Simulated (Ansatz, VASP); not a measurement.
**GaN: VASP beside Ansatz**

The input POSCAR:

```
GaN
1.0
    3.1920514469      0.0000000000      0.0000000000
   -1.5960257235      2.7643976433      0.0000000000
    0.0000000000      0.0000000000      5.1101543408
Ga N
2 2
Direct
    0.3333333333      0.6666666667      0.0000000000
    0.6666666667      0.3333333333      0.5000000000
    0.3333333333      0.6666666667      0.3820000000
    0.6666666667      0.3333333333      0.8820000000
```

The input INCAR.step1:

```
ALGO = Normal
EDIFF = 1E-4
ENCUT = 600
GGA = PE
ISMEAR = 0
LASPH = True
LCHARG = False
LREAL = False
LWAVE = True
NELM = 60
PREC = Accurate
SIGMA = 0.01
```

File INCAR.step2:

```
ALGO = Normal
EDIFF = 1E-6
EDIFFG = -0.003
ENCUT = 600
IBRION = 2
ISIF = 3
ISMEAR = 0
ISTART = 1
LASPH = True
LCHARG = False
LMIXTAU = True
LREAL = False
LWAVE = False
METAGGA = R2SCAN
NELM = 60
NSW = 100
PREC = Accurate
SIGMA = 0.01
```

KPOINTS

```
k-points
0
Gamma
  8 8 5
```

Input for Ansatz:

```yaml
crystal:
  lattice:
    - [3.1920514469, 0.0, 0.0]
    - [-1.5960257235, 2.7643976433, 0.0]
    - [0.0, 0.0, 5.1101543408]
  atoms:
    - { symbol: Ga, position: [0.3333333333, 0.6666666667, 0.0] }
    - { symbol: Ga, position: [0.6666666667, 0.3333333333, 0.5] }
    - { symbol: "N", position: [0.3333333333, 0.6666666667, 0.382] }
    - { symbol: "N", position: [0.6666666667, 0.3333333333, 0.882] }
scf:
  occupations: { method: fixed }
output:
  forces: true
  stress: true
  eigenvalues: true
  write_density: true
  write_potential: true
  elf: true
  volumetric_format: npy
hamiltonian:
  xc: r2scan
basis:
  ecutwfc: 560
kpoints:
  mp_grid: { grid: [8, 8, 5] }
relax:
  f_tol: 0.003
  max_steps: 80
  cell: { stress_tol: 0.05 }
```

Alike in both runs: task relaxation of cell and atoms; functional r2SCAN; k mesh 8 × 8 × 5; no spin polarisation.

|  | VASP | Ansatz |
| --- | --- | --- |
| version | VASP 6.6.1 | Ansatz 0.2.0 |
| potentials or method | VASP PAW PBE potentials, release 64 (Ga_d, N), cutoff 600 eV | scalar-relativistic, plane waves, PAW |
| occupations | gaussian, width 0.01 eV | fixed |
| valence electrons in the cell | 36 | 36 |

```tsv
	VASP	Ansatz	Ansatz less VASP
gap on the k mesh at the Fermi level, each at its own relaxed structure (eV)	2.31	2.35	+0.045
relaxed volume (Å³/atom)	11.43	11.37	-0.062
relaxed cell length with the largest relative difference (Å)	3.189	3.183	-0.0059
```

VASP's potentials were made for PBE, not for r2SCAN.
